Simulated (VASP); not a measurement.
# P in VASP: a series of runs

P is run at these levels: r2SCAN; tasks: single point.

Program: VASP 6.6.1. These are calculated values, not measurements. Logs are shortened: lines on timing, memory, paths and dates and some standing lists are left out, and cuts for length are marked.

### Step 1. The cell of the first run

The cell holds a slab with vacuum, 4 atoms: a = 3.340 Å, b = 35.381 Å, c = 4.706 Å, α = 90.00°, β = 90.00°, γ = 90.00°.

### Step 2. Single point, r2SCAN (equal strain along all axes, cell held: +1.5 %, then relaxed in part)

File POSCAR:

```
P
1.0
    3.3398423145      0.0000000000      0.0000000000
    0.0000000000     35.3814795550      0.0000000000
    0.0000000000      0.0000000000      4.7056699518
P
4
Direct
    0.0000000000      0.9707716824      0.5943319388
    0.0000000000      0.0292283176      0.4056680612
    0.5000000000      0.0292283176      0.0943319388
    0.5000000000      0.9707716824      0.9056680612
```

File INCAR.step1:

```
SYSTEM = P
PREC = Accurate
ENCUT = 520
ISMEAR = 0
SIGMA = 0.02
LREAL = .False.
LASPH = .True.
NELM = 60
NBANDS = 18
GGA = PE
ALGO = Normal
EDIFF = 1E-4
LWAVE = .True.
LCHARG = .False.
```

File INCAR.step2:

```
SYSTEM = P
PREC = Accurate
ENCUT = 520
EDIFF = 1E-6
ISMEAR = 0
SIGMA = 0.02
LREAL = .False.
LASPH = .True.
NELM = 60
ALGO = Normal
ISIF = 2
LWAVE = .False.
LCHARG = .False.
METAGGA = R2SCAN
LMIXTAU = .True.
NBANDS = 18
ISTART = 1
```

File KPOINTS:

```
regular mesh
0
Gamma
  8 1 6
  0 0 0
```

Potentials or basis: VASP PAW PBE potentials, release 64 (P).

Started as:

```sh
> cat potpaw_PBE.64/P/POTCAR > POTCAR
> cp INCAR.step1 INCAR
> mpirun -np 1 vasp_std > vasp.out
> cp INCAR.step2 INCAR
> mpirun -np 1 vasp_std > vasp.out
```

OUTCAR:

```text
SYSTEM = P
   PREC = Accurate
   ENCUT = 520
   EDIFF = 1E-6
   ISMEAR = 0
   LREAL = .False.
   LASPH = .True.
   NELM = 60
   ISIF = 2
   METAGGA = R2SCAN
   ISTART = 1

 ion  position               nearest neighbor table
   1  0.000  0.971  0.594-   4 2.22   4 2.22   2 2.25
   2  0.000  0.029  0.406-   3 2.22   3 2.22   1 2.25
   3  0.500  0.029  0.094-   2 2.22   2 2.22   4 2.25
   4  0.500  0.971  0.906-   1 2.22   1 2.22   3 2.25

  LATTYP: Found a simple orthorhombic cell.
 ALAT       =     3.3398423145
 B/A-ratio  =     1.4089497373
 C/A-ratio  =    10.5937574961

  Lattice vectors:

 A1 = (  -3.3398423145,   0.0000000000,   0.0000000000)
 A2 = (   0.0000000000,   0.0000000000,   4.7056699518)
 A3 = (   0.0000000000,  35.3814795550,   0.0000000000)

Analysis of symmetry for initial positions (statically):
=====================================================================
 Subroutine PRICEL returns:
 Original cell was already a primitive cell.

 Routine SETGRP: Setting up the symmetry group for a
 simple orthorhombic supercell.

 Subroutine GETGRP returns: Found  8 space group operations
 (whereof  4 operations were pure point group operations)
 out of a pool of  8 trial point group operations.

The static configuration has the point symmetry C_2h.
 The point group associated with its full space group is D_2h.

Analysis of symmetry for dynamics (positions and initial velocities):
=====================================================================
 Subroutine PRICEL returns:
 Original cell was already a primitive cell.

 Routine SETGRP: Setting up the symmetry group for a
 simple orthorhombic supercell.

 Subroutine GETGRP returns: Found  8 space group operations
 (whereof  4 operations were pure point group operations)
 out of a pool of  8 trial point group operations.

The dynamic configuration has the point symmetry C_2h.
 The point group associated with its full space group is D_2h.

 Subroutine INISYM returns: Found  8 space group operations
 (whereof  4 operations are pure point group operations),
 and found     1 'primitive' translations

----------------------------------------------------------------------------------------

                                     Primitive cell

  volume of cell :     556.0623

  direct lattice vectors                    reciprocal lattice vectors
     3.339842314  0.000000000  0.000000000     0.299415333  0.000000000  0.000000000
     0.000000000 35.381479555  0.000000000     0.000000000  0.028263374  0.000000000
     0.000000000  0.000000000  4.705669952     0.000000000  0.000000000  0.212509592

  length of vectors
     3.339842314 35.381479555  4.705669952     0.299415333  0.028263374  0.212509592

  position of ions in fractional coordinates (direct lattice)
     0.000000000  0.970771682  0.594331939
     0.000000000  0.029228318  0.405668061
     0.500000000  0.029228318  0.094331939
     0.500000000  0.970771682  0.905668061

  ion indices of the primitive-cell ions
   primitive index   ion index
                 1           1
                 2           2
                 3           3
                 4           4

----------------------------------------------------------------------------------------

 KPOINTS: regular mesh

Automatic generation of k-mesh.
 Grid dimensions read from file:
 generate k-points for:    8    1    6

 Generating k-lattice:

  Cartesian coordinates                     Fractional coordinates (reciprocal lattice)
     0.037426917  0.000000000  0.000000000     0.125000000  0.000000000  0.000000000
     0.000000000  0.028263374  0.000000000     0.000000000  1.000000000  0.000000000
     0.000000000  0.000000000  0.035418265     0.000000000  0.000000000  0.166666667

  Length of vectors
     0.037426917  0.028263374  0.035418265

  Shift w.r.t. Gamma in fractional coordinates (k-lattice)
     0.000000000  0.000000000  0.000000000

 Subroutine IBZKPT returns following result:
 ===========================================

 Found     20 irreducible k-points:

 Following reciprocal coordinates:
            Coordinates               Weight
  0.000000  0.000000  0.000000      1.000000
  0.125000  0.000000  0.000000      2.000000
  0.250000  0.000000  0.000000      2.000000
  0.375000  0.000000  0.000000      2.000000
  0.500000  0.000000  0.000000      1.000000
  0.000000  0.000000  0.166667      2.000000
[... 12 lines left out ...]
  0.375000  0.000000  0.500000      2.000000
  0.500000  0.000000  0.500000      1.000000
   k-points           NKPTS =     20   k-points in BZ     NKDIM =     20   number of bands    NBANDS=     18
   number of dos      NEDOS =    301   number of ions     NIONS =      4
   total plane-waves  NPLWV = 272160
   dimension x,y,z NGX =    28 NGY =  270 NGZ =   36
   dimension x,y,z NGXF=    56 NGYF=  540 NGZF=   72
   ions per type =               4
   NGX,Y,Z   is equivalent  to a cutoff of  13.94, 12.69, 12.72 a.u.
   NGXF,Y,Z  is equivalent  to a cutoff of  27.87, 25.37, 25.44 a.u.
 SYSTEM =  P
   PREC   = accura    normal or accurate (medium, high low for compatibility)
   ISTART =      1    job   : 0-new  1-cont  2-samecut
   ICHARG =      0    charge: 1-file 2-atom 10-const
   ISPIN  =      1    spin polarized calculation?
   LNONCOLLINEAR =      F non collinear calculations
   LSORBIT =      F    spin-orbit coupling
   LASPH  =      T    aspherical Exc in radial PAW
   ENCUT  =  520.0 eV  38.22 Ry    6.18 a.u.   6.21 65.79  8.75*2*pi/ulx,y,z
   NELM   =     60;   NELMIN=  2; NELMDL=  0     # of ELM steps
   EDIFF  = 0.1E-05   stopping-criterion for ELM
   LREAL  =      F    real-space projection
   EDIFFG = 0.1E-04   stopping-criterion for IOM
   NSW    =      0    number of steps for IOM
   IBRION =     -1    ionic relax: 0-MD 1-quasi-New 2-CG
   NFREE  =      0    steps in history (QN), initial steepest desc. (CG)
   ISIF   =      2    stress and relaxation
   ISYM   =      2    0-nonsym 1-usesym 2-fastsym
   POTIM  = 0.5000    time-step for ionic-motion
   TEBEG  =    0.0;   TEEND  =   0.0 temperature during run
   PSTRESS=    0.0 pullay stress
   NELECT =      20.0000    total number of electrons
   NUPDOWN=      -1.0000    fix difference up-down
   EMIN   =  10.00;   EMAX   =-10.00  energy-range for DOS
   EFERMI =   0.00;   METHOD = LEGACY
   ISMEAR =     0;   SIGMA  =   0.02  broadening in eV -4-tet -1-fermi 0-gaus
   EFERMI_NEDOS =   21; number of points for ismear=-14 and -15
   IALGO  =     38    algorithm
   IMIX   =      4    mixing-type and parameters
     AMIX     =   0.40;   BMIX     =  1.00
     AMIX_MAG =   1.60;   BMIX_MAG =  1.00
  volume/ion in A,a.u.               =     139.02       938.12
  Fermi-wavevector in a.u.,A,eV,Ry     =   0.540394  1.021196  3.973248  0.292025
  Thomas-Fermi vector in A             =   1.567506
   LORBIT       =      0    0 simple, 1 ext, 2 COOP (PROOUT), +10 PAW based schemes
   METAGGA = R2SCAN    functional components
   LHFCALC =     F    Hartree Fock is set to
   AEXX    =    0.0000 exact exchange contribution
   IVDW    =     0    specifies the selected vdW correction
   LEPSILON=     F    determine dielectric tensor
   LRPA    =     F    only Hartree local field effects (RPA)
 non-spin polarized calculation
 Gauss-broadening in eV      SIGMA  =   0.02
  energy-cutoff  :      520.00
  volume of cell :      556.06
 maximum number of plane-waves:     15018
 NGX is ok and might be reduce to    28
   NGX = 13   NGY =131   NGZ = 17

 number of electron      20.0000001 magnetization

 Free energy of the ion-electron system (eV)
  ---------------------------------------------------
  ext. energy  EPLUGINS =         0.00000000
  ---------------------------------------------------
  free energy    TOTEN  =       -35.76571647 eV

  energy without entropy =      -35.76571647  energy(sigma->0) =      -35.76571647

 E-fermi :  -3.5750     XC(G=0):  -1.6727

 val. band max:       -3.7254557482   @ k =   0.0000   0.0000   0.0000
 cond. band min:      -2.4530550603   @ k =   0.0000   0.0000   0.0000
 fundamental gap:      1.2724006879
 Fermi energy:        -3.5749892579

 k-point     1 :       0.0000    0.0000    0.0000
  band No.  band energies     occupation
      1     -19.3981      2.00000
      2     -16.8209      2.00000
      3     -13.4801      2.00000
      4      -9.6332      2.00000
      5      -8.5627      2.00000
      6      -8.3109      2.00000
[... 10 lines left out ...]
     17       1.6427      0.00000
     18       1.7772      0.00000

 k-point     2 :       0.1250    0.0000    0.0000
  band No.  band energies     occupation
      1     -19.2085      2.00000
      2     -16.6210      2.00000
      3     -13.5749      2.00000
      4      -9.5002      2.00000
      5      -8.8166      2.00000
      6      -8.3665      2.00000
[... 10 lines left out ...]
     17       1.7380      0.00000
     18       1.8518      0.00000

 k-point     3 :       0.2500    0.0000    0.0000
  band No.  band energies     occupation
      1     -18.6465      2.00000
      2     -16.0239      2.00000
      3     -14.0788      2.00000
      4     -10.1686      2.00000
      5      -9.4071      2.00000
      6      -9.1548      2.00000
[... 10 lines left out ...]
     17       2.2714      0.00000
     18       2.3521      0.00000

 k-point     4 :       0.3750    0.0000    0.0000
  band No.  band energies     occupation
      1     -17.7357      2.00000
      2     -15.1936      2.00000
      3     -15.0390      2.00000
      4     -12.0128      2.00000
      5      -9.5200      2.00000
      6      -8.8512      2.00000
[... 291 lines left out ...]
      4     -12.4793      2.00000
      5      -9.3822      2.00000
      6      -9.3822      2.00000
[... 10 lines left out ...]
     17       3.0975      0.00000
     18       3.0975      0.00000

 k-point    19 :       0.3750    0.0000    0.5000
  band No.  band energies     occupation
      1     -16.7823      2.00000
      2     -16.7823      2.00000
      3     -13.3606      2.00000
      4     -13.3606      2.00000
      5      -9.5213      2.00000
      6      -9.5213      2.00000
[... 10 lines left out ...]
     17       3.3992      0.00000
     18       3.3992      0.00000

 k-point    20 :       0.5000    0.0000    0.5000
  band No.  band energies     occupation
      1     -16.2110      2.00000
      2     -16.2110      2.00000
      3     -14.0934      2.00000
      4     -14.0934      2.00000
      5      -8.9345      2.00000
      6      -8.9345      2.00000
[... 10 lines left out ...]
     17       3.3238      0.00000
     18       3.3238      0.00000

------------------------ aborting loop because EDIFF is reached ----------------------------------------

  FORCE on cell =-STRESS in cart. coord.  units (eV):
  Direction    XX          YY          ZZ          XY          YZ          ZX
  --------------------------------------------------------------------------------------
  -------------------------------------------------------------------------------------
  Total       -2.1713003     -0.2587139     -1.0241203      0.0000000      0.0000000      0.0000000
  in kB       -6.2561487     -0.7454301     -2.9507889      0.0000000      0.0000000      0.0000000
  external PRESSURE =      -3.3174559 kB  Pullay stress =       0.0000000 kB

 VOLUME and BASIS-vectors are now :
 -----------------------------------------------------------------------------
  energy-cutoff  :      520.00
  volume of cell :      556.06
      direct lattice vectors                 reciprocal lattice vectors
     3.339842314  0.000000000  0.000000000     0.299415333  0.000000000  0.000000000
     0.000000000 35.381479555  0.000000000     0.000000000  0.028263374  0.000000000
     0.000000000  0.000000000  4.705669952     0.000000000  0.000000000  0.212509592

 POSITION                                       TOTAL-FORCE (eV/Angst)
 -----------------------------------------------------------------------------------
      0.00000     34.34734      2.79673         0.000000      0.057458      0.069345
      0.00000      1.03414      1.90894         0.000000     -0.057458     -0.069345
      1.66992      1.03414      0.44389         0.000000     -0.057458      0.069345
      1.66992     34.34734      4.26177         0.000000      0.057458     -0.069345
 -----------------------------------------------------------------------------------
    total drift:                               -0.000000      0.000000      0.000000

  FREE ENERGIE OF THE ION-ELECTRON SYSTEM (eV)
  ---------------------------------------------------
  free  energy   TOTEN  =       -35.7657164718 eV

  energy  without entropy=      -35.7657164718  energy(sigma->0) =      -35.76571647
```

It took 78 min on 1 thread of Intel Xeon 8259CL, shared host; peak memory 0.75 GiB.

What came out:

```yaml
Free_energy: -35.7657 eV
Largest_force: 0.090 eV/Å
Band_gap_on_the_k_mesh: 1.27 eV
```

Forces on the atoms (eV/Å):
```
P    0.000  0.057  0.069
P    0.000 -0.057 -0.069
P    0.000 -0.057  0.069
P    0.000  0.057 -0.069
```

Levels at points of the mesh, in eV from the valence-band top:
```
           k point  band 8  band 9  band 10  band 11  band 12  band 13
(0.00, 0.00, 0.00)   -2.13   -1.54     0.00     1.27     1.68     2.67
(0.50, 0.00, 0.00)   -2.87   -1.99    -1.99     1.47     1.47     2.60
(0.00, 0.00, 0.50)   -2.91   -1.55    -1.55     2.17     2.17     3.86
(0.50, 0.00, 0.50)   -4.60   -1.08    -1.08     2.60     2.60     3.92
```

Caveat: the cell differs from its parent crystal (equal strain along all axes, cell held: +1.5 %, then relaxed in part); there is no dipole correction, which matters where the two faces differ; the PAW data sets were made with another functional, which shifts forces and pressure a little.

### Step 3. Single point, r2SCAN (equal strain along all axes, cell held: +3.0 %, then relaxed in part)

File POSCAR:

```
P
1.0
    3.3891995901      0.0000000000      0.0000000000
    0.0000000000     35.9043585632      0.0000000000
    0.0000000000      0.0000000000      4.7752118723
P
4
Direct
    0.0000000000      0.9714033946      0.5970241419
    0.0000000000      0.0285966054      0.4029758581
    0.5000000000      0.0285966054      0.0970241419
    0.5000000000      0.9714033946      0.9029758581
```

File INCAR.step1:

```
SYSTEM = P
PREC = Accurate ; ENCUT = 520
ISMEAR = 0 ; SIGMA = 0.02
LREAL = .False. ; LASPH = .True.
NELM = 80 ; NBANDS = 18
GGA = PE ; ALGO = Normal
EDIFF = 1E-4 ; LWAVE = .True.
LCHARG = .False.
```

File INCAR.step2:

```
SYSTEM = P
PREC = Accurate ; ENCUT = 520
EDIFF = 1E-6 ; ISMEAR = 0
SIGMA = 0.02 ; LREAL = .False.
LASPH = .True. ; NELM = 80
ALGO = Normal ; ISIF = 2
LWAVE = .False. ; LCHARG = .True.
METAGGA = R2SCAN ; LMIXTAU = .True.
LELF = .True. ; LVHAR = .True.
NBANDS = 18 ; ISTART = 1
```

File KPOINTS:

```
Automatic mesh
0
Gamma
  8 1 6
  0 0 0
```

Potentials or basis: VASP PAW PBE potentials, release 64 (P).

Started as:

```sh
> cat potpaw_PBE.64/P/POTCAR > POTCAR
> cp INCAR.step1 INCAR
> mpirun -np 1 vasp_std > vasp.out
> cp INCAR.step2 INCAR
> mpirun -np 1 vasp_std > vasp.out
```

Wall time 58 min (1 thread of Intel Xeon 8259CL, shared host); peak memory 0.75 GiB.

The run converged. Its results:

* Free energy: -35.7077 eV
* Largest force: 0.084 eV/Å
* Band gap on the k mesh: 1.41 eV

Forces on the atoms (eV/Å):
```
P    0.000  0.057  0.061
P    0.000 -0.057 -0.061
P    0.000 -0.057  0.061
P    0.000  0.057 -0.061
```

Levels at points of the mesh, in eV from the valence-band top:
```
           k point  band 7  band 8  band 9  band 10  band 11  band 12  band 13  band 14
(0.00, 0.00, 0.00)   -3.88   -2.26   -1.41     0.00     1.41     1.49     2.38     3.06
(0.50, 0.00, 0.00)   -2.86   -2.86   -1.96    -1.96     1.45     1.45     2.69     2.69
(0.00, 0.00, 0.50)   -2.81   -2.81   -1.66    -1.66     1.94     1.94     3.74     3.74
(0.50, 0.00, 0.50)   -4.51   -4.51   -1.03    -1.03     2.56     2.56     3.79     3.79
```

Caveat: the cell differs from its parent crystal (equal strain along all axes, cell held: +3.0 %, then relaxed in part); there is no dipole correction, which matters where the two faces differ; the PAW data sets were made with another functional, which shifts forces and pressure a little.

### Step 4. Single point, r2SCAN (equal strain along all axes, cell held: +4.5 %, then relaxed in part)

File POSCAR:

```
P
1.0
    3.4385568657      0.0000000000      0.0000000000
    0.0000000000     36.4272375714      0.0000000000
    0.0000000000      0.0000000000      4.8447537928
P
4
Direct
    0.0000000000      0.9720243575      0.5995684956
    0.0000000000      0.0279756425      0.4004315044
    0.5000000000      0.0279756425      0.0995684956
    0.5000000000      0.9720243575      0.9004315044
```

File INCAR.step1:

```
PREC = Accurate
ENCUT = 520
ISMEAR = 0
SIGMA = 0.02
LREAL = F
LASPH = T
NELM = 60
NBANDS = 18
GGA = PE
ALGO = Normal
EDIFF = 1E-4
LWAVE = T
LCHARG = F
```

File INCAR.step2:

```
PREC = Accurate
ENCUT = 520
EDIFF = 1E-6
ISMEAR = 0
SIGMA = 0.02
LREAL = F
LASPH = T
NELM = 60
ALGO = Normal
ISIF = 2
LWAVE = F
LCHARG = T
METAGGA = R2SCAN
LMIXTAU = T
LELF = T
LVHAR = T
NBANDS = 18
ISTART = 1
```

File KPOINTS:

```
regular mesh
0
Gamma
  8 1 6
```

Started as:

```sh
> cat potpaw_PBE.64/P/POTCAR > POTCAR
> cp INCAR.step1 INCAR
> mpirun -np 1 vasp_std > vasp.out
> cp INCAR.step2 INCAR
> mpirun -np 1 vasp_std > vasp.out
```

It took 25 min on 1 thread of Intel Xeon 8259CL, shared host; peak memory 0.77 GiB.

The run converged. Its results:

```
Free energy            : -35.6191 eV
Largest force          : 0.077 eV/Å
Band gap on the k mesh : 1.31 eV
```

Forces on the atoms (eV/Å):
```
P    0.000  0.056  0.053
P    0.000 -0.056 -0.053
P    0.000 -0.056  0.053
P    0.000  0.056 -0.053
```

Levels at points of the mesh, in eV from the valence-band top:
```
           k point  band 7  band 8  band 9  band 10  band 11  band 12  band 13  band 14
(0.00, 0.00, 0.00)   -3.99   -2.38   -1.29     0.00     1.31     1.55     2.11     2.85
(0.50, 0.00, 0.00)   -2.85   -2.85   -1.93    -1.93     1.44     1.44     2.77     2.77
(0.00, 0.00, 0.50)   -2.71   -2.71   -1.76    -1.76     1.73     1.73     3.62     3.62
(0.50, 0.00, 0.50)   -4.42   -4.42   -0.98    -0.98     2.50     2.50     3.68     3.68
```

Caveat: the cell differs from its parent crystal (equal strain along all axes, cell held: +4.5 %, then relaxed in part); there is no dipole correction, which matters where the two faces differ; the PAW data sets were made with another functional, which shifts forces and pressure a little.

(Continued in part 2 of 2.)
